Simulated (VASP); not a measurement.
# Al2Au (P1) in VASP: notebook

The runs below take Al2Au through single point, with LDA.

Everything below comes from runs of VASP 6.6.1. Logs are shortened: lines on timing, memory, paths and dates and some standing lists are left out, and cuts for length are marked.

### Step 1. The cell of the first run

The typed cell holds 3 atoms: a = 4.153 Å, b = 4.204 Å, c = 4.246 Å, α = 59.28°, β = 60.58°, γ = 59.48°.

### Step 2. Single point, LDA

INCAR

```
SYSTEM = Al2Au
ALGO = Normal
EDIFF = 1E-6
ENCUT = 520
GGA = CA
ISIF = 2
ISMEAR = -1
LASPH = .TRUE.
LCHARG = .FALSE.
LREAL = .FALSE.
LWAVE = .FALSE.
NBANDS = 16
NELM = 80
PREC = Accurate
SIGMA = 0.05
```

KPOINTS

```
k-points
0
G
  6 6 6
  0 0 0
```

POSCAR

```
Al2Au
1.0
    0.0237700000      2.9189100000      2.9540300000
    2.9931400000      0.0263700000      2.9514400000
    3.0402300000      2.9634100000     -0.0207200000
Al Au
2 1
Direct
    0.2394500000      0.2171700000      0.2531200000
    0.7697769378      0.7411655962      0.7387679164
    0.9881300000      0.0023400000      0.0322100000
```

Potentials or basis: VASP PAW LDA potentials, release 64 (Al, Au).

Run with:

```sh
cat potpaw_LDA.64/Al/POTCAR potpaw_LDA.64/Au/POTCAR > POTCAR
mpirun -np 1 vasp_std > vasp.out
```

OUTCAR:

```text
SYSTEM = Al2Au
   EDIFF = 1E-6
   ENCUT = 520
   GGA = CA
   ISIF = 2
   ISMEAR = -1
   LASPH = .TRUE.
   LREAL = .FALSE.
   NELM = 80
   PREC = Accurate

 ion  position               nearest neighbor table
   1  0.239  0.217  0.253-   3 2.36   3 2.55   3 2.68   3 2.71   2 2.80   2 2.89   2 2.98   2 2.98
                             2 3.04   2 3.12
   2  0.770  0.741  0.739-   3 2.45   3 2.51   3 2.66   3 2.66   1 2.80   1 2.89   1 2.98   1 2.98
                             1 3.04   1 3.12
   3  0.988  0.002  0.032-   1 2.36   2 2.45   2 2.51   1 2.55   2 2.66   2 2.66   1 2.68   1 2.71

  LATTYP: Found a triclinic cell.
 ALAT       =     7.2561006159
 B/A-ratio  =     0.5723374298
 C/A-ratio  =     0.5758980949
 COS(alpha) =     0.0118573689
 COS(beta)  =     0.2888873883
 COS(gamma) =     0.8665805086

  Lattice vectors:

 A1 = (   3.0169100000,   2.9452800000,   5.9054700000)
 A2 = (   0.0237700000,   2.9189100000,   2.9540300000)
 A3 = (  -0.0470900000,  -2.9370400000,   2.9721600000)

Analysis of symmetry for initial positions (statically):
=====================================================================
 Subroutine PRICEL returns:
 Original cell was already a primitive cell.

 Routine SETGRP: Setting up the symmetry group for a
 triclinic supercell.

 Subroutine GETGRP returns: Found  1 space group operations
 (whereof  1 operations were pure point group operations)
 out of a pool of  2 trial point group operations.

The static configuration has the point symmetry C_1 .

Analysis of symmetry for dynamics (positions and initial velocities):
=====================================================================
 Subroutine PRICEL returns:
 Original cell was already a primitive cell.

 Routine SETGRP: Setting up the symmetry group for a
 triclinic supercell.

 Subroutine GETGRP returns: Found  1 space group operations
 (whereof  1 operations were pure point group operations)
 out of a pool of  2 trial point group operations.

The dynamic configuration has the point symmetry C_1 .

 Subroutine INISYM returns: Found  1 space group operations
 (whereof  1 operations are pure point group operations),
 and found     1 'primitive' translations

----------------------------------------------------------------------------------------

                                     Primitive cell

  volume of cell :      52.1298

  direct lattice vectors                    reciprocal lattice vectors
     0.023770000  2.918910000  2.954030000    -0.167790327  0.173318858  0.168612448
     2.993140000  0.026370000  2.951440000     0.169087257 -0.172289674  0.168880765
     3.040230000  2.963410000 -0.020720000     0.163766078  0.168265995 -0.167583272

  length of vectors
     4.152937977  4.203638960  4.245612629     0.294318158  0.294609818  0.288473441

  position of ions in fractional coordinates (direct lattice)
     0.239450000  0.217170000  0.253120000
     0.769776938  0.741165596  0.738767916
     0.988130000  0.002340000  0.032210000

  ion indices of the primitive-cell ions
   primitive index   ion index
                 1           1
                 2           2
                 3           3

----------------------------------------------------------------------------------------

 KPOINTS: k-points

Automatic generation of k-mesh.
 Grid dimensions read from file:
 generate k-points for:    6    6    6

 Generating k-lattice:

  Cartesian coordinates                     Fractional coordinates (reciprocal lattice)
    -0.027965055  0.028886476  0.028102075     0.166666667  0.000000000 -0.000000000
     0.028181210 -0.028714946  0.028146794     0.000000000  0.166666667 -0.000000000
     0.027294346  0.028044332 -0.027930545     0.000000000  0.000000000  0.166666667

  Length of vectors
     0.049053026  0.049101636  0.048078907

  Shift w.r.t. Gamma in fractional coordinates (k-lattice)
     0.000000000  0.000000000  0.000000000

 Subroutine IBZKPT returns following result:
 ===========================================

 Found    112 irreducible k-points:

 Following reciprocal coordinates:
            Coordinates               Weight
  0.000000  0.000000  0.000000      1.000000
  0.166667 -0.000000 -0.000000      2.000000
  0.333333 -0.000000 -0.000000      2.000000
  0.500000  0.000000 -0.000000      1.000000
  0.000000  0.166667  0.000000      2.000000
  0.166667  0.166667  0.000000      2.000000
[... 16 lines left out ...]
  0.333333  0.000000  0.166667      2.000000
  0.500000 -0.000000  0.166667      2.000000
 [... further k-points ...]
   k-points           NKPTS =    112   k-points in BZ     NKDIM =    112   number of bands    NBANDS=     16
   number of dos      NEDOS =    301   number of ions     NIONS =      3
   total plane-waves  NPLWV =  32768
   dimension x,y,z NGX =    32 NGY =   32 NGZ =   32
   dimension x,y,z NGXF=    64 NGYF=   64 NGZF=   64
   ions per type =               2   1
   NGX,Y,Z   is equivalent  to a cutoff of  12.81, 12.66, 12.53 a.u.
   NGXF,Y,Z  is equivalent  to a cutoff of  25.62, 25.31, 25.06 a.u.
 SYSTEM =  Al2Au
   PREC   = accura    normal or accurate (medium, high low for compatibility)
   ISTART =      0    job   : 0-new  1-cont  2-samecut
   ICHARG =      2    charge: 1-file 2-atom 10-const
   ISPIN  =      1    spin polarized calculation?
   LNONCOLLINEAR =      F non collinear calculations
   LSORBIT =      F    spin-orbit coupling
   LASPH  =      T    aspherical Exc in radial PAW
   ENCUT  =  520.0 eV  38.22 Ry    6.18 a.u.   7.72  7.82  7.89*2*pi/ulx,y,z
   NELM   =     80;   NELMIN=  2; NELMDL= -5     # of ELM steps
   EDIFF  = 0.1E-05   stopping-criterion for ELM
   LREAL  =      F    real-space projection
   EDIFFG = 0.1E-04   stopping-criterion for IOM
   NSW    =      0    number of steps for IOM
   IBRION =     -1    ionic relax: 0-MD 1-quasi-New 2-CG
   NFREE  =      0    steps in history (QN), initial steepest desc. (CG)
   ISIF   =      2    stress and relaxation
   ISYM   =      2    0-nonsym 1-usesym 2-fastsym
   POTIM  = 0.5000    time-step for ionic-motion
   TEBEG  =    0.0;   TEEND  =   0.0 temperature during run
   PSTRESS=    0.0 pullay stress
   NELECT =      17.0000    total number of electrons
   NUPDOWN=      -1.0000    fix difference up-down
   EMIN   =  10.00;   EMAX   =-10.00  energy-range for DOS
   EFERMI =   0.00;   METHOD = LEGACY
   ISMEAR =    -1;   SIGMA  =   0.05  broadening in eV -4-tet -1-fermi 0-gaus
   EFERMI_NEDOS =   21; number of points for ismear=-14 and -15
   IALGO  =     38    algorithm
   IMIX   =      4    mixing-type and parameters
     AMIX     =   0.40;   BMIX     =  1.00
     AMIX_MAG =   1.60;   BMIX_MAG =  1.00
  volume/ion in A,a.u.               =      17.38       117.26
  Fermi-wavevector in a.u.,A,eV,Ry     =   1.126841  2.129420 17.276267  1.269770
  Thomas-Fermi vector in A             =   2.263524
   LORBIT       =      0    0 simple, 1 ext, 2 COOP (PROOUT), +10 PAW based schemes
   GGA     = CA    functional components
   LHFCALC =     F    Hartree Fock is set to
   AEXX    =    0.0000 exact exchange contribution
   IVDW    =     0    specifies the selected vdW correction
   LEPSILON=     F    determine dielectric tensor
   LRPA    =     F    only Hartree local field effects (RPA)
 non-spin polarized calculation
  energy-cutoff  :      520.00
  volume of cell :       52.13
 maximum number of plane-waves:      1420
   NGX = 15   NGY = 15   NGZ = 15

 number of electron      17.0000000 magnetization

 Free energy of the ion-electron system (eV)
  ---------------------------------------------------
  ext. energy  EPLUGINS =         0.00000000
  ---------------------------------------------------
  free energy    TOTEN  =       -14.04762652 eV

  energy without entropy =      -14.04045245  energy(sigma->0) =      -14.04403948

 E-fermi :   8.0524     XC(G=0): -10.8639

 val. band max:        8.0312215962   @ k =   0.1667   0.3333   0.0000
 cond. band min:       8.0544813793   @ k =   0.1667   0.3333   0.3333
 fundamental gap:      0.0232597830
 Fermi energy:         8.0523651868

 k-point     1 :       0.0000    0.0000    0.0000
  band No.  band energies     occupation
      1      -2.8099      2.00000
      2       1.0338      2.00000
      3       1.1613      2.00000
      4       1.2378      2.00000
      5       2.1164      2.00000
      6       2.1613      2.00000
[... 8 lines left out ...]
     15      13.9129      0.00000
     16      14.3541      0.00000

 k-point     2 :       0.1667   -0.0000   -0.0000
  band No.  band energies     occupation
      1      -2.4478      2.00000
      2       1.0844      2.00000
      3       1.1522      2.00000
      4       1.2456      2.00000
      5       2.1105      2.00000
      6       2.1580      2.00000
[... 8 lines left out ...]
     15      13.8801      0.00000
     16      14.0030      0.00000

 k-point     3 :       0.3333   -0.0000   -0.0000
  band No.  band energies     occupation
      1      -1.5081      2.00000
      2       1.0421      2.00000
      3       1.2869      2.00000
      4       1.3135      2.00000
      5       2.1622      2.00000
      6       2.2448      2.00000
[... 8 lines left out ...]
     15      15.5951      0.00000
     16      15.8901      0.00000

 k-point     4 :       0.5000    0.0000   -0.0000
  band No.  band energies     occupation
      1      -0.8580      2.00000
      2       1.2472      2.00000
      3       1.3217      2.00000
      4       1.6630      2.00000
      5       2.2346      2.00000
      6       2.2967      2.00000
[... 8 lines left out ...]
     15      17.1747      0.00000
     16      18.3356      0.00000
[... 324 lines left out ...]
 k-point    22 :       0.1667    0.0000    0.1667
  band No.  band energies     occupation
      1      -2.3027      2.00000
      2       0.9314      2.00000
      3       1.2720      2.00000
      4       1.3281      2.00000
      5       2.0203      2.00000
      6       2.2035      2.00000
[... 8 lines left out ...]
     15      14.7476      0.00000
     16      15.0983      0.00000

 k-point    23 :       0.3333    0.0000    0.1667
  band No.  band energies     occupation
      1      -1.4977      2.00000
      2       0.8115      2.00000
      3       1.3875      2.00000
      4       1.4319      2.00000
      5       2.0133      2.00000
      6       2.3092      2.00000
[... 8 lines left out ...]
     15      16.7104      0.00000
     16      17.0558      0.00000

 k-point    24 :       0.5000   -0.0000    0.1667
  band No.  band energies     occupation
      1      -0.6036      2.00000
      2       0.9787      2.00000
      3       1.4124      2.00000
      4       1.5213      2.00000
      5       2.2628      2.00000
      6       2.4792      2.00000
[... 8 lines left out ...]
     15      17.4166      0.00000
     16      18.5158      0.00000

 [... further k-points ...]
[... 5 lines left out ...]
  --------------------------------------------------------------------------------------
  -------------------------------------------------------------------------------------
  Total        0.6335756      1.6669488      1.8735639      0.7135020      0.5382328      0.7703849
  in kB       19.4725621     51.2326623     57.5828535     21.9290537     16.5422586     23.6773146
  external PRESSURE =      42.7626926 kB  Pullay stress =       0.0000000 kB

 VOLUME and BASIS-vectors are now :
 -----------------------------------------------------------------------------
  energy-cutoff  :      520.00
  volume of cell :       52.13
      direct lattice vectors                 reciprocal lattice vectors
     0.023770000  2.918910000  2.954030000    -0.167790327  0.173318858  0.168612448
     2.993140000  0.026370000  2.951440000     0.169087257 -0.172289674  0.168880765
     3.040230000  2.963410000 -0.020720000     0.163766078  0.168265995 -0.167583272

 POSITION                                       TOTAL-FORCE (eV/Angst)
 -----------------------------------------------------------------------------------
      1.42525      1.45476      1.34306         1.127124      0.818967      0.953239
      4.48273      4.45573      4.44614         0.695061      0.108077     -0.500050
      0.12842      2.97978      2.92520        -1.822186     -0.927043     -0.453189
 -----------------------------------------------------------------------------------
    total drift:                               -0.000725     -0.000399     -0.000022

  FREE ENERGIE OF THE ION-ELECTRON SYSTEM (eV)
  ---------------------------------------------------
  free  energy   TOTEN  =       -14.0476265184 eV

  energy  without entropy=      -14.0404524497  energy(sigma->0) =      -14.04403948
```

Wall time 22 s (1 thread of Intel Xeon 6975P-C (Granite Rapids), shared host); peak memory 0.21 GiB.

Results:

| Item | Value |
| --- | --- |
| Free energy | -14.0476 eV |
| Pressure | 4.3 GPa |
| Largest force | 2.094 eV/Å |

Forces on the atoms (eV/Å):
```
Al   1.127  0.819  0.953
Al   0.695  0.108 -0.500
Au  -1.822 -0.927 -0.453
```

Stress tensor (GPa, compression positive):
```
1.95 2.19 2.37
2.19 5.12 1.65
2.37 1.65 5.76
```

Caveat: spin-orbit coupling is left out, which moves the levels of the heavy elements; forces of over 1 eV/Å act on the atoms, so gaps and moduli don't describe the material at rest.

(Part 1 of 2 ends here.)
